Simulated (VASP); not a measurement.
MgI2:

```
Mg I
1.0
     0.00000    3.75572    3.75572
     3.75572    0.00000    3.75572
     3.75572    3.75572    0.00000
Mg I
1 2
Direct
  0.00000 0.00000 0.00000
  0.25000 0.25000 0.25000
  0.75000 0.75000 0.75000
```

Base run:

```yaml
Program: VASP 6.6.1
Functional: PBE
Potentials_or_basis: VASP PAW PBE potentials, release 64 (Mg, I)
Cutoff: 520 eV
k_mesh: 4 × 4 × 4
Occupations: gaussian, width 0.01 eV
Spin: no spin polarisation
```

Its results: band gap on the k mesh 0.58 eV (least direct gap 1.06 eV); pressure 0.2 GPa.

Problem. After a change of settings the same cell gave: band gap on the k mesh 1.44 eV (least direct gap 1.92 eV); pressure -0.3 GPa. Which change was it?
A. functional from PBE to PBE-based global hybrid with 15 % exact exchange
B. functional from PBE to PBE-based global hybrid with 100 % exact exchange
C. functional from PBE to PBE-based screened hybrid with 35 % exact exchange

Solution. A.

Caveats: the structure was generated, so it needn't be the stable form of MgI2; spin-orbit coupling is left out, which moves the levels of the heavy elements; semilocal functionals underestimate gaps, and a narrow one can read as zero (at least some runs); the PAW data sets were made with another functional, which shifts forces and pressure a little (at least some runs).
